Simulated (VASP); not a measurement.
# Al26N27 (a cell with a defect) in VASP: single point with PBE

Aim: the single point of Al26N27 (a cell with a defect) with PBE.

Program: VASP 6.6.1. These are calculated values, not measurements. Logs are shortened: lines on timing, memory, paths and dates and some standing lists are left out, and cuts for length are marked.

### Step 1. The cell of the first run

The cell holds a defect, 53 atoms: a = 8.354 Å, b = 8.354 Å, c = 8.354 Å, α = 60.00°, β = 60.00°, γ = 60.00°.

### Step 2. Single point, PBE, collinear spin (atoms taken out, then relaxed in part)

Contents of INCAR:

```
PREC = Accurate
ENCUT = 520
EDIFF = 1E-6
ISMEAR = -1
SIGMA = 0.01
LREAL = Auto
LASPH = True
NELM = 150
ALGO = Normal
ISIF = 2
LWAVE = False
LCHARG = False
ISPIN = 2
MAGMOM = 0 0 0 0 0 0 0 0 0 0 0 0 0 0 0 0 0 0 0 0 0 0 0 0 0 0 0 0 0.5 0 0 0 0.5 0 0.5 0 0 0 0 0 0 0 0 0 0.5 0 0.5 0 0 0 0.5 0 0
LORBIT = 11
GGA = PE
NBANDS = 142
NELECT = 215.0
```

Contents of KPOINTS:

```
Automatic mesh
0
Gamma
  3 3 3
```

Contents of POSCAR:

```
Al26N27
1.0
    0.0000000000      5.9070000000      5.9070000000
    5.9070000000      0.0000000000      5.9070000000
    5.9070000000      5.9070000000      0.0000000000
Al N
26 27
Direct
    0.0000000000      0.0000000000      0.3245328714
    0.0000000000      0.0000000000      0.6754671286
    0.0000000000      0.3245328714      0.0000000000
   -0.0011043985      0.3337014662      0.3337014662
    0.0000000000      0.3245328714      0.6754671286
    0.0000000000      0.6754671286      0.0000000000
    0.0000000000      0.6754671286      0.3245328714
    0.0011043985      0.6662985338      0.6662985338
    0.3245328714      0.0000000000      0.0000000000
    0.3337014662     -0.0011043985      0.3337014662
    0.3245328714      0.0000000000      0.6754671286
    0.3337014662      0.3337014662     -0.0011043985
    0.3337014662      0.3337014662      0.3337014662
    0.3333683190      0.3333683190      0.6666316810
    0.3245328714      0.6754671286      0.0000000000
    0.3333683190      0.6666316810      0.3333683190
    0.3333683190      0.6666316810      0.6666316810
    0.6754671286      0.0000000000      0.0000000000
    0.6754671286      0.0000000000      0.3245328714
    0.6662985338      0.0011043985      0.6662985338
    0.6754671286      0.3245328714      0.0000000000
    0.6666316810      0.3333683190      0.3333683190
    0.6666316810      0.3333683190      0.6666316810
    0.6662985338      0.6662985338      0.0011043985
    0.6666316810      0.6666316810      0.3333683190
    0.6662985338      0.6662985338      0.6662985338
    0.1670415691      0.1670415691      0.1670415691
    0.1670415691      0.1670415691      0.4988752928
    0.1734148523      0.1734148523      0.8265851477
    0.1670415691      0.4988752928      0.1670415691
    0.1657444118      0.5000000000      0.5000000000
    0.1657444118      0.5000000000      0.8342555882
    0.1734148523      0.8265851477      0.1734148523
    0.1657444118      0.8342555882      0.5000000000
    0.1734148523      0.8265851477      0.8265851477
    0.4988752928      0.1670415691      0.1670415691
    0.5000000000      0.1657444118      0.5000000000
    0.5000000000      0.1657444118      0.8342555882
    0.5000000000      0.5000000000      0.1657444118
    0.5000000000      0.5000000000      0.5000000000
    0.5000000000      0.5000000000      0.8342555882
    0.5000000000      0.8342555882      0.1657444118
    0.5000000000      0.8342555882      0.5000000000
    0.5011247072      0.8329584309      0.8329584309
    0.8265851477      0.1734148523      0.1734148523
    0.8342555882      0.1657444118      0.5000000000
    0.8265851477      0.1734148523      0.8265851477
    0.8342555882      0.5000000000      0.1657444118
    0.8342555882      0.5000000000      0.5000000000
    0.8329584309      0.5011247072      0.8329584309
    0.8265851477      0.8265851477      0.1734148523
    0.8329584309      0.8329584309      0.5011247072
    0.8329584309      0.8329584309      0.8329584309
```

Potentials or basis: VASP PAW PBE potentials, release 64 (Al, N).

Launch:

```console
cat potpaw_PBE.64/Al/POTCAR potpaw_PBE.64/N/POTCAR > POTCAR
mpirun -np 1 vasp_std > vasp.out
```

OUTCAR:

```text
PREC = Accurate
   ENCUT = 520
   EDIFF = 1E-6
   ISMEAR = -1
   LREAL = Auto
   LASPH = True
   NELM = 150
   ISIF = 2
   ISPIN = 2
   LORBIT = 11
   GGA = PE
   NELECT = 215.0

 ion  position               nearest neighbor table
   1  0.000  0.000  0.325-  33 1.92  45 1.92  52 1.98  27 1.98  46 2.02  34 2.02   9 2.71  19 2.71
                             3 2.71   7 2.71  16 2.79  22 2.79  20 2.82   8 2.82   4 2.82  10 2.82
   2  0.000  0.000  0.675-  35 1.92  47 1.92  28 1.98  53 1.98  34 2.02  46 2.02  11 2.71  18 2.71
                             5 2.71   6 2.71  17 2.79  23 2.79   4 2.82  10 2.82  20 2.82   8 2.82
   3  0.000  0.325  0.000-  29 1.92  45 1.92  50 1.98  27 1.98  48 2.02  32 2.02   9 2.71  21 2.71
                             1 2.71   5 2.71  14 2.79  22 2.79   8 2.82  24 2.82   4 2.82  12 2.82
   4  0.999  0.334  0.334-  49 1.96  48 1.96  46 1.96  27 1.97  30 1.97  28 1.97  23 2.78  25 2.78
                            22 2.78  10 2.80  12 2.80  13 2.80   5 2.82   7 2.82   6 2.82   2 2.82
   5  0.000  0.325  0.675-  29 1.92  47 1.92  28 1.98  50 1.98  49 2.02  31 2.02  11 2.71  21 2.71
                             2 2.71   3 2.71  14 2.79  23 2.79   4 2.82   8 2.82  13 2.82  26 2.82
   6  0.000  0.675  0.000-  35 1.92  51 1.92  30 1.98  53 1.98  32 2.02  48 2.02  15 2.71  18 2.71
                             2 2.71   7 2.71  17 2.79  25 2.79   4 2.82  12 2.82  24 2.82   8 2.82
   7  0.000  0.675  0.325-  33 1.92  51 1.92  30 1.98  52 1.98  31 2.02  49 2.02  15 2.71  19 2.71
                             1 2.71   6 2.71  16 2.79  25 2.79   4 2.82   8 2.82  13 2.82  26 2.82
   8  0.001  0.666  0.666-  31 1.96  32 1.96  34 1.96  53 1.97  50 1.97  52 1.97  14 2.78  16 2.78
                            17 2.78  20 2.80  24 2.80  26 2.80   5 2.82   7 2.82   1 2.82   3 2.82
   9  0.325  0.000  0.000-  29 1.92  33 1.92  44 1.98  27 1.98  42 2.02  38 2.02  11 2.71  15 2.71
[... 48 lines left out ...]
  40  0.500  0.500  0.500-  14 1.97  16 1.97  17 1.97  22 1.97  23 1.97  25 1.97
  41  0.500  0.500  0.834-  12 1.96  26 1.96  23 1.97  17 1.97  15 2.02  21 2.02
  42  0.500  0.834  0.166-  10 1.96  24 1.96  16 1.97  25 1.97   9 2.02  18 2.02
  43  0.500  0.834  0.500-  10 1.96  26 1.96  25 1.97  17 1.97  11 2.02  19 2.02
  44  0.501  0.833  0.833-  26 1.97  20 1.97  24 1.97  15 1.98  11 1.98   9 1.98
  45  0.827  0.173  0.173-  22 1.89   3 1.92  19 1.92  21 1.92   1 1.92
  46  0.834  0.166  0.500-   4 1.96  20 1.96  22 1.97  23 1.97   1 2.02   2 2.02
  47  0.827  0.173  0.827-  23 1.89   5 1.92  18 1.92  21 1.92   2 1.92
  48  0.834  0.500  0.166-   4 1.96  24 1.96  22 1.97  25 1.97   6 2.02   3 2.02
  49  0.834  0.500  0.500-   4 1.96  26 1.96  25 1.97  23 1.97   7 2.02   5 2.02
  50  0.833  0.501  0.833-  26 1.97   8 1.97  24 1.97   5 1.98  21 1.98   3 1.98
  51  0.827  0.827  0.173-  25 1.89   7 1.92  18 1.92  19 1.92   6 1.92
  52  0.833  0.833  0.501-  26 1.97  20 1.97   8 1.97   7 1.98  19 1.98   1 1.98
  53  0.833  0.833  0.833-  24 1.97  20 1.97   8 1.97   2 1.98   6 1.98  18 1.98

  LATTYP: Found a face centered cubic cell.
 ALAT       =    11.8140000000

  Lattice vectors:

 A1 = (   0.0000000000,   5.9070000000,   5.9070000000)
 A2 = (   5.9070000000,   0.0000000000,   5.9070000000)
 A3 = (   5.9070000000,   5.9070000000,   0.0000000000)

Analysis of symmetry for initial positions (statically):
=====================================================================
 Subroutine PRICEL returns:
 Original cell was already a primitive cell.

 Routine SETGRP: Setting up the symmetry group for a
 face centered cubic supercell.

 Subroutine GETGRP returns: Found 48 space group operations
 (whereof 48 operations were pure point group operations)
 out of a pool of 48 trial point group operations.

The static configuration has the point symmetry O_h .

Analysis of symmetry for dynamics (positions and initial velocities):
=====================================================================
 Subroutine PRICEL returns:
 Original cell was already a primitive cell.

 Routine SETGRP: Setting up the symmetry group for a
 face centered cubic supercell.

 Subroutine GETGRP returns: Found 48 space group operations
 (whereof 48 operations were pure point group operations)
 out of a pool of 48 trial point group operations.

The dynamic configuration has the point symmetry O_h .

Analysis of structural, dynamic, and magnetic symmetry:
=====================================================================
 Subroutine PRICEL returns:
 Original cell was already a primitive cell.

 Routine SETGRP: Setting up the symmetry group for a
 face centered cubic supercell.

 Subroutine GETGRP returns: Found 48 space group operations
 (whereof 48 operations were pure point group operations)
 out of a pool of 48 trial point group operations.

The overall configuration has the point symmetry O_h .

 Subroutine INISYM returns: Found 48 space group operations
[... 180 lines left out ...]
   EDIFFG = 0.1E-04   stopping-criterion for IOM
   NSW    =      0    number of steps for IOM
   IBRION =     -1    ionic relax: 0-MD 1-quasi-New 2-CG
   NFREE  =      0    steps in history (QN), initial steepest desc. (CG)
   ISIF   =      2    stress and relaxation
   ISYM   =      2    0-nonsym 1-usesym 2-fastsym
   POTIM  = 0.5000    time-step for ionic-motion
   TEBEG  =    0.0;   TEEND  =   0.0 temperature during run
   PSTRESS=    0.0 pullay stress
   NELECT =     215.0000    total number of electrons
   NUPDOWN=      -1.0000    fix difference up-down
   EMIN   =  10.00;   EMAX   =-10.00  energy-range for DOS
   EFERMI =   0.00;   METHOD = LEGACY
   ISMEAR =    -1;   SIGMA  =   0.01  broadening in eV -4-tet -1-fermi 0-gaus
   EFERMI_NEDOS =   21; number of points for ismear=-14 and -15
   IALGO  =     38    algorithm
   IMIX   =      4    mixing-type and parameters
     AMIX     =   0.40;   BMIX     =  1.00
     AMIX_MAG =   1.60;   BMIX_MAG =  1.00
  volume/ion in A,a.u.               =       7.78        52.49
  Fermi-wavevector in a.u.,A,eV,Ry     =   1.317783  2.490249 23.627237  1.736553
  Thomas-Fermi vector in A             =   2.447800
   LORBIT       =     11    0 simple, 1 ext, 2 COOP (PROOUT), +10 PAW based schemes
   GGA     = PE    functional components
   LHFCALC =     F    Hartree Fock is set to
   AEXX    =    0.0000 exact exchange contribution
   IVDW    =     0    specifies the selected vdW correction
   LEPSILON=     F    determine dielectric tensor
   LRPA    =     F    only Hartree local field effects (RPA)
 spin polarized calculation
  energy-cutoff  :      520.00
  volume of cell :      412.22
 maximum number of plane-waves:     11146
 NGX is ok and might be reduce to    64
   NGX = 31   NGY = 31   NGZ = 31

 number of electron     215.0000018 magnetization       0.7748988

 Free energy of the ion-electron system (eV)
  ---------------------------------------------------
  ext. energy  EPLUGINS =         0.00000000
  ---------------------------------------------------
  free energy    TOTEN  =      -357.15421330 eV

  energy without entropy =     -357.14899252  energy(sigma->0) =     -357.15160291

 E-fermi :  10.6414     XC(G=0): -12.5725

 val. band max:       10.6314551719   @ k =   0.3333   0.0000   0.0000
 cond. band min:      10.6625483193   @ k =  -0.3333   0.3333   0.0000
 fundamental gap:      0.0310931474
 Fermi energy:        10.6414429760

 spin component 1

 k-point     1 :       0.0000    0.0000    0.0000
  band No.  band energies     occupation
      1      -7.6844      1.00000
      2      -5.6475      1.00000
      3      -5.5114      1.00000
      4      -5.5114      1.00000
      5      -5.5114      1.00000
      6      -5.4056      1.00000
[... 477 lines left out ...]
    118      18.2608      0.00000
    119      18.3695      0.00000
 Fermi energy:        10.6414429760

 spin component 2

 k-point     1 :       0.0000    0.0000    0.0000
  band No.  band energies     occupation
      1      -7.6629      1.00000
      2      -5.6333      1.00000
      3      -5.4911      1.00000
      4      -5.4911      1.00000
      5      -5.4911      1.00000
      6      -5.3942      1.00000
[... 477 lines left out ...]
    118      18.2657      0.00000
    119      18.3813      0.00000
 [bands above 119 left out]

------------------------ aborting loop because EDIFF is reached ----------------------------------------

  FORCE on cell =-STRESS in cart. coord.  units (eV):
  Direction    XX          YY          ZZ          XY          YZ          ZX
  --------------------------------------------------------------------------------------
  -------------------------------------------------------------------------------------
  Total      101.2074148    101.2074148    101.2074148      0.0000000      0.0000000     -0.0000000
  in kB      393.3616397    393.3616397    393.3616397      0.0000000      0.0000000     -0.0000000
  external PRESSURE =     393.3616397 kB  Pullay stress =       0.0000000 kB

 VOLUME and BASIS-vectors are now :
 -----------------------------------------------------------------------------
  energy-cutoff  :      520.00
  volume of cell :      412.22
      direct lattice vectors                 reciprocal lattice vectors
     0.000000000  5.907000000  5.907000000    -0.084645336  0.084645336  0.084645336
     5.907000000  0.000000000  5.907000000     0.084645336 -0.084645336  0.084645336
     5.907000000  5.907000000  0.000000000     0.084645336  0.084645336 -0.084645336

 POSITION                                       TOTAL-FORCE (eV/Angst)
 -----------------------------------------------------------------------------------
      1.91702      1.91702      0.00000        -0.002956     -0.002956      0.000000
      3.98998      3.98998      0.00000         0.002956      0.002956      0.000000
      1.91702      0.00000      1.91702        -0.002956      0.000000     -0.002956
      3.94235      7.87165      7.87165         0.002808     -0.002808     -0.002808
      5.90700      3.98998      1.91702         0.000000      0.002956     -0.002956
      3.98998      0.00000      3.98998         0.002956      0.000000      0.002956
[... 45 lines left out ...]
      7.88043      7.88043      9.84057        -0.000369     -0.000369      0.000369
      9.84057      9.84057      9.84057         0.000369      0.000369      0.000369
 -----------------------------------------------------------------------------------
    total drift:                               -0.000000      0.000000     -0.000000

  FREE ENERGIE OF THE ION-ELECTRON SYSTEM (eV)
  ---------------------------------------------------
  free  energy   TOTEN  =      -357.1542133045 eV

  energy  without entropy=     -357.1489925203  energy(sigma->0) =     -357.15160291

 total charge

# of ion       s       p       d       tot
------------------------------------------
    1        0.333   0.452   0.000   0.785
    2        0.333   0.452   0.000   0.785
    3        0.333   0.452   0.000   0.785
    4        0.333   0.454   0.000   0.787
    5        0.333   0.452   0.000   0.785
    6        0.333   0.452   0.000   0.785
[... 45 lines left out ...]
   52        1.227   2.729   0.000   3.956
   53        1.227   2.729   0.000   3.956
--------------------------------------------------
tot         41.879  85.334   0.000 127.213

 magnetization (x)

# of ion       s       p       d       tot
------------------------------------------
    1       -0.000  -0.000   0.000  -0.001
    2       -0.000  -0.000   0.000  -0.001
    3       -0.000  -0.000   0.000  -0.001
    4       -0.000  -0.000   0.000  -0.000
    5       -0.000  -0.000   0.000  -0.001
    6       -0.000  -0.000   0.000  -0.001
[... 45 lines left out ...]
   52        0.000   0.011   0.000   0.011
   53        0.000   0.011   0.000   0.011
--------------------------------------------------
tot          0.006   0.584   0.000   0.590
```

It took 33 min on 1 thread of Oxide Virtual Turin-like, shared host; peak memory 0.89 GiB.

What came out:

```yaml
Free_energy: -357.1542 eV
Largest_force: 0.005 eV/Å
Net_moment: 0.77 μB per cell
Site_moments: Al -0.00, +0.00 (each value once); N +0.01, +0.05, +0.02, +0.00 (each value once) μB
Valence_electrons_inside_the_program's_atomic_spheres: Al 0.79, 0.81 (each value once); N 3.96, 3.95, 3.94 (each value once)
```

Forces in eV/Å, atoms in the order of the input:
```
Al  -0.003 -0.003  0.000
Al   0.003  0.003  0.000
Al  -0.003  0.000 -0.003
Al   0.003 -0.003 -0.003
Al   0.000  0.003 -0.003
Al   0.003  0.000  0.003
Al   0.000 -0.003  0.003
Al  -0.003  0.003  0.003
Al   0.000 -0.003 -0.003
Al  -0.003  0.003 -0.003
Al   0.003  0.000 -0.003
Al  -0.003 -0.003  0.003
Al   0.003  0.003  0.003
Al   0.000  0.000 -0.002
Al   0.003 -0.003  0.000
Al   0.000 -0.002  0.000
Al   0.002  0.000  0.000
Al   0.000  0.003  0.003
Al  -0.003  0.000  0.003
Al   0.003 -0.003  0.003
Al  -0.003  0.003  0.000
Al  -0.002  0.000  0.000
Al   0.000  0.002  0.000
Al   0.003  0.003 -0.003
Al   0.000  0.000  0.002
Al  -0.003 -0.003 -0.003
N    0.000  0.000  0.000
N    0.000  0.000  0.000
N    0.000  0.000 -0.004
N    0.000  0.000  0.000
N    0.000  0.000  0.000
N    0.000  0.000  0.000
N    0.000 -0.004  0.000
N    0.000  0.000  0.000
N    0.004  0.000  0.000
N    0.000  0.000  0.000
N    0.000  0.000  0.000
N    0.000  0.000  0.000
N    0.000  0.000  0.000
N    0.000  0.000  0.000
N    0.000  0.000  0.000
N    0.000  0.000  0.000
N    0.000  0.000  0.000
N    0.000  0.000  0.000
N   -0.004  0.000  0.000
N    0.000  0.000  0.000
N    0.000  0.004  0.000
N    0.000  0.000  0.000
N    0.000  0.000  0.000
N    0.000  0.000  0.000
N    0.000  0.000  0.004
N    0.000  0.000  0.000
N    0.000  0.000  0.000
```

Caveat: the cell carries a net charge on a neutralising background, which shifts energy and pressure; the cell differs from its parent crystal (atoms taken out, then relaxed in part); the cell is charged against a uniform background, so pressure and absolute levels hang on convention.
